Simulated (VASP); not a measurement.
# Ca (Fm-3m) in VASP: further runs, part 2 of 3

VASP 6.6.1. The steps go on from the part before.

**4. Single point, HSE06**

Input file POSCAR:

```
Ca
1.0
    0.0000000000      2.7517915795      2.7517915795
    2.7517915795      0.0000000000      2.7517915795
    2.7517915795      2.7517915795      0.0000000000
Ca
1
Direct
    0.0000000000      0.0000000000      0.0000000000
```

Input file INCAR.step1:

```
SYSTEM = Ca
PREC = Accurate
ENCUT = 520
EDIFF = 1E-5
ISMEAR = 0
SIGMA = 0.05
LREAL = .False.
LASPH = .True.
NELM = 60
ALGO = Normal
ISIF = 2
LWAVE = .True.
LCHARG = .False.
GGA = PE
NBANDS = 11
```

Input file INCAR.step2:

```
SYSTEM = Ca
PREC = Accurate
ENCUT = 520
EDIFF = 1E-7
ISMEAR = 0
SIGMA = 0.05
LREAL = .False.
LASPH = .True.
NELM = 60
ALGO = Normal
ISIF = 2
LWAVE = .False.
LCHARG = .False.
GGA = PE
LHFCALC = .True.
HFSCREEN = 0.2079
PRECFOCK = Normal
ISTART = 1
NBANDS = 11
```

Input file KPOINTS:

```
Automatic mesh
0
Gamma
  6 6 6
  0 0 0
```

Potentials or basis: VASP PAW PBE potentials, release 64 (Ca_sv).

The run is started by

```
$ cat potpaw_PBE.64/Ca_sv/POTCAR > POTCAR
$ cp INCAR.step1 INCAR
$ mpirun -np 1 vasp_std > vasp.out
$ cp INCAR.step2 INCAR
$ mpirun -np 1 vasp_std > vasp.out
```

OUTCAR:

```text
SYSTEM = Ca
   PREC = Accurate
   ENCUT = 520
   EDIFF = 1E-7
   ISMEAR = 0
   LREAL = .False.
   LASPH = .True.
   NELM = 60
   ISIF = 2
   GGA = PE
   LHFCALC = .True.
   HFSCREEN = 0.2079
   PRECFOCK = Normal
   ISTART = 1

 ion  position               nearest neighbor table
   1  0.000  0.000  0.000-

  LATTYP: Found a face centered cubic cell.
 ALAT       =     5.5035831590

  Lattice vectors:

 A1 = (   0.0000000000,   2.7517915795,   2.7517915795)
 A2 = (   2.7517915795,   0.0000000000,   2.7517915795)
 A3 = (   2.7517915795,   2.7517915795,   0.0000000000)

Analysis of symmetry for initial positions (statically):
=====================================================================
 Subroutine PRICEL returns:
 Original cell was already a primitive cell.

 Routine SETGRP: Setting up the symmetry group for a
 face centered cubic supercell.

 Subroutine GETGRP returns: Found 48 space group operations
 (whereof 48 operations were pure point group operations)
 out of a pool of 48 trial point group operations.

The static configuration has the point symmetry O_h .

Analysis of symmetry for dynamics (positions and initial velocities):
=====================================================================
 Subroutine PRICEL returns:
 Original cell was already a primitive cell.

 Routine SETGRP: Setting up the symmetry group for a
 face centered cubic supercell.

 Subroutine GETGRP returns: Found 48 space group operations
 (whereof 48 operations were pure point group operations)
 out of a pool of 48 trial point group operations.

The dynamic configuration has the point symmetry O_h .

 Subroutine INISYM returns: Found 48 space group operations
 (whereof 48 operations are pure point group operations),
 and found     1 'primitive' translations

----------------------------------------------------------------------------------------

                                     Primitive cell

[... 112 lines left out ...]
   HFSCREEN=    0.2079 screening length (either q_TF or 0.3 A-1)
   HFSCREENC=   0.2079 screening length for correlation (either q_TF or 0.3 A-1)
   ENCUTFOCK=  -1.0 apply spherical cutoff to Coloumb kernel
   IVDW    =     0    specifies the selected vdW correction
   LEPSILON=     F    determine dielectric tensor
   LRPA    =     F    only Hartree local field effects (RPA)
 non-spin polarized calculation
 Gauss-broadening in eV      SIGMA  =   0.05
  energy-cutoff  :      520.00
  volume of cell :       41.68
 maximum number of plane-waves:      1139
 NGX is ok and might be reduce to    30
  NGX = 24; NGY = 24; NGZ = 24

 number of electron      10.0000002 magnetization

 Free energy of the ion-electron system (eV)
  ---------------------------------------------------
  ext. energy  EPLUGINS =         0.00000000
  ---------------------------------------------------
  free energy    TOTEN  =        -1.80063817 eV

  energy without entropy =       -1.79916370  energy(sigma->0) =       -1.79990093

 E-fermi :   2.1532     XC(G=0):  -6.5427

 val. band max:        2.1375632219   @ k =  -0.3333   0.5000   0.1667
 cond. band min:       2.3341039591   @ k =   0.5000   0.1667   0.0000
 fundamental gap:      0.1965407372
 Fermi energy:         2.1532138550

 k-point     1 :       0.0000    0.0000    0.0000
  band No.  band energies     occupation
      1     -43.5806      2.00000
      2     -23.0020      2.00000
      3     -23.0020      2.00000
      4     -23.0020      2.00000
      5      -2.7989      2.00000
      6       5.3244      0.00000
      7       5.3244      0.00000
      8       5.3244      0.00000
      9       6.5552      0.00000
     10       6.5552      0.00000
     11      11.7793      0.00000
[... 197 lines left out ...]
 k-point    16 :      -0.3333    0.5000    0.1667
  band No.  band energies     occupation
      1     -43.5608      2.00000
      2     -23.1205      2.00000
      3     -23.0776      2.00000
      4     -23.0584      2.00000
      5       2.1376      1.34199
      6       3.0897      0.00000
      7       3.1552      0.00000
      8       5.7448      0.00000
      9       7.5995      0.00000
     10       7.9440      0.00000
     11       8.2551      0.00000

------------------------ aborting loop because EDIFF is reached ----------------------------------------

  FORCE on cell =-STRESS in cart. coord.  units (eV):
  Direction    XX          YY          ZZ          XY          YZ          ZX
  --------------------------------------------------------------------------------------
  -------------------------------------------------------------------------------------
  Total        0.1675356      0.1675356      0.1675356     -0.0000000      0.0000000     -0.0000000
  in kB        6.4408187      6.4408187      6.4408187     -0.0000000      0.0000000     -0.0000000
  external PRESSURE =       6.4408187 kB  Pullay stress =       0.0000000 kB

 VOLUME and BASIS-vectors are now :
 -----------------------------------------------------------------------------
  energy-cutoff  :      520.00
  volume of cell :       41.68
      direct lattice vectors                 reciprocal lattice vectors
     0.000000000  2.751791579  2.751791579    -0.181699807  0.181699807  0.181699807
     2.751791579  0.000000000  2.751791579     0.181699807 -0.181699807  0.181699807
     2.751791579  2.751791579  0.000000000     0.181699807  0.181699807 -0.181699807

 POSITION                                       TOTAL-FORCE (eV/Angst)
 -----------------------------------------------------------------------------------
      0.00000      0.00000      0.00000         0.000000      0.000000      0.000000
 -----------------------------------------------------------------------------------
    total drift:                                0.000020      0.000019      0.000019

  FREE ENERGIE OF THE ION-ELECTRON SYSTEM (eV)
  ---------------------------------------------------
  free  energy   TOTEN  =        -1.8006381651 eV

  energy  without entropy=       -1.7991637010  energy(sigma->0) =       -1.79990093
```

OUTCAR.step1:

```text
SYSTEM = Ca
   PREC = Accurate
   ENCUT = 520
   EDIFF = 1E-5
   ISMEAR = 0
   LREAL = .False.
   LASPH = .True.
   NELM = 60
[... 430 lines left out ...]
 -----------------------------------------------------------------------------------
      0.00000      0.00000      0.00000        -0.000000      0.000000      0.000000
 -----------------------------------------------------------------------------------
    total drift:                               -0.000000     -0.000000      0.000000

  FREE ENERGIE OF THE ION-ELECTRON SYSTEM (eV)
  ---------------------------------------------------
  free  energy   TOTEN  =        -1.9051366143 eV

  energy  without entropy=       -1.9023729567  energy(sigma->0) =       -1.90375479
```

OSZICAR.step1:

```text
N       E                     dE             d eps       ncg     rms          rms(c)
DAV:   1     0.606662917906E+02    0.60666E+02   -0.50281E+03   352   0.825E+02
DAV:   2    -0.617753875380E+00   -0.61284E+02   -0.60694E+02   382   0.202E+02
DAV:   3    -0.186103067537E+01   -0.12433E+01   -0.12278E+01   496   0.278E+01
DAV:   4    -0.191568012153E+01   -0.54649E-01   -0.54581E-01   464   0.487E+00
DAV:   5    -0.191663131797E+01   -0.95120E-03   -0.95109E-03   474   0.532E-01    0.229E+00
DAV:   6    -0.190819971881E+01    0.84316E-02   -0.11910E-02   425   0.119E+00    0.140E+00
DAV:   7    -0.190560906936E+01    0.25906E-02   -0.17929E-02   396   0.157E+00    0.115E-01
DAV:   8    -0.190512492394E+01    0.48415E-03   -0.22226E-03   394   0.447E-01    0.253E-02
DAV:   9    -0.190513640143E+01   -0.11477E-04   -0.11509E-04   487   0.868E-02    0.416E-03
DAV:  10    -0.190513661425E+01   -0.21282E-06   -0.51164E-06   298   0.220E-02
   1 F= -.19051366E+01 E0= -.19037548E+01  d E =-.276366E-02
```

Wall time 8.1 min (1 thread of Intel Xeon 6975P-C (Granite Rapids), shared host); peak memory 0.28 GiB.

What came out:

```
Free energy            : -1.8006 eV
Pressure               : 0.6 GPa
Band gap on the k mesh : zero (bands 5 and 6 overlap by 0.45 eV)
```

Caveat: the PAW data sets were made with another functional, which shifts forces and pressure a little.

(Continued in part 3 of 3.)
